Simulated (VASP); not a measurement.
Runs of VASP 6.6.1 on Ru. The structure is that of space group P6_3/mmc (No. 194), or close to it. The cells are those of the table. 

```tsv
cell	gap on the mesh (eV)	pressure (GPa)
a = 2.941, b = 2.941, c = 4.115 Å, angles 90.0, 90.0, 120.0°, 2 atoms	none	(c)
a = 2.680, b = 2.680, c = 4.780 Å, angles 90.0, 90.0, 120.0°, 2 atoms	none	-16.3
a = 2.768, b = 2.768, c = 4.646 Å, angles 90.0, 90.0, 120.0°, 2 atoms	none	-26.2
a = 3.001, b = 3.001, c = 3.952 Å, angles 90.0, 90.0, 120.0°, 2 atoms	none	-17.6
a = 2.658, b = 2.658, c = 5.038 Å, angles 90.0, 90.0, 120.0°, 2 atoms	none	-18.4
a = 2.847, b = 2.847, c = 4.234 Å, angles 90.0, 90.0, 120.0°, 2 atoms	none	-18.3
a = 2.713, b = 2.713, c = 4.838 Å, angles 90.0, 90.0, 120.0°, 2 atoms	none	(b)
a = 2.790, b = 2.790, c = 4.408 Å, angles 90.0, 90.0, 120.0°, 2 atoms	none	-19.9
a = 2.720, b = 2.720, c = 4.297 Å, angles 90.0, 90.0, 120.0°, 2 atoms	none	0.0
a = 2.882, b = 2.882, c = 4.285 Å, angles 90.0, 90.0, 120.0°, 2 atoms	none	-25.3
a = 2.965, b = 2.965, c = 3.905 Å, angles 90.0, 90.0, 120.0°, 2 atoms	none	-9.7
a = 2.906, b = 2.906, c = 4.066 Å, angles 90.0, 90.0, 120.0°, 2 atoms	none	(a)
```

Alike in all rows: task single point; level PBE; potentials or basis VASP PAW PBE potentials, release 64 (Ru_pv); no spin polarisation; k mesh 21 × 21 × 12; cutoff (eV) 520; smearing gaussian 0.15 eV.

Problem. Estimate the missing entries.

Solution. (a) -14.7; (b) -23.4; (c) -22.1.

A k mesh can miss the band edges, and the runs leave out spin-orbit coupling on Ru.

A gap of «none» marks levels without a gap at the run's occupations.
